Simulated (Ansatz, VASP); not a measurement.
**Cd3Se2S in VASP and in Ansatz**

Contents of INCAR:

```
PREC = Accurate ; ENCUT = 600
EDIFF = 1E-6 ; ISMEAR = 0
SIGMA = 0.1 ; LREAL = F
LASPH = T ; NELM = 80
ALGO = Normal ; ISIF = 3
LWAVE = F ; LCHARG = F
GGA = PE ; IBRION = 2
NSW = 90 ; EDIFFG = -0.04
```

File KPOINTS:

```
regular mesh
0
Gamma
  6 6 6
```

POSCAR

```
Cd3Se2S
1.0
   -2.0772763100      2.0772763100      8.8131369800
    2.0772763100     -2.0772763100      8.8131369800
    2.0772763100      2.0772763100     -8.8131369800
Cd Se S
3 2 1
Direct
    0.6666666700      0.6666666700      0.0000000000
    0.3333333300      0.3333333300      0.0000000000
    0.0000000000      0.0000000000      0.0000000000
    0.4166666700      0.9166666700      0.5000000000
    0.0833333300      0.5833333300      0.5000000000
    0.7500000000      0.2500000000      0.5000000000
```

Input for Ansatz:

```yaml
crystal:
  lattice:
    - [-2.07727631, 2.07727631, 8.81313698]
    - [2.07727631, -2.07727631, 8.81313698]
    - [2.07727631, 2.07727631, -8.81313698]
  atoms:
    - { symbol: Cd, position: [0.66666667, 0.66666667, 0.0] }
    - { symbol: Cd, position: [0.33333333, 0.33333333, 0.0] }
    - { symbol: Cd, position: [0.0, 0.0, 0.0] }
    - { symbol: Se, position: [0.41666667, 0.91666667, 0.5] }
    - { symbol: Se, position: [0.08333333, 0.58333333, 0.5] }
    - { symbol: S, position: [0.75, 0.25, 0.5] }
basis:
  ecutwfc: 420
kpoints:
  mp_grid: { grid: [6, 6, 6] }
hamiltonian:
  xc: pbe
scf:
  occupations: { method: gaussian, width: 0.1 }
  lower_state_search: "off"
output:
  forces: true
  stress: true
  eigenvalues: true
relax:
  adjacent_minimum: "off"
  f_tol: 0.04
  max_steps: 70
  cell: { stress_tol: 0.4 }
```

Alike in both runs: task relaxation of cell and atoms; functional PBE; k mesh 6 × 6 × 6; occupations gaussian, width 0.1 eV; no spin polarisation.

```csv
,VASP,Ansatz
version,VASP 6.6.1,Ansatz 0.2.0
potentials or method,"VASP PAW PBE potentials, release 64 (Cd, Se, S), cutoff 600 eV","scalar-relativistic, plane waves, PAW"
valence electrons in the cell,54,98
```

Ansatz gave:

| Property | Result |
| --- | --- |
| gap on the k mesh at the Fermi level, each at its own relaxed structure (eV) | 0.62 |
| relaxed volume (Å³/atom) | 28.61 |
| relaxed length of the cell vector where the two differ most in proportion (Å) | 9.654 |

Task: Estimate VASP's values.

Result: gap on the k mesh at the Fermi level, each at its own relaxed structure (eV): 0.62; relaxed volume (Å³/atom): 28.59; relaxed length of the cell vector where the two differ most in proportion (Å): 9.664.

VASP's potentials hold 54 valence electrons a cell and Ansatz's 98, so a difference there can come from the potentials and not from the codes.
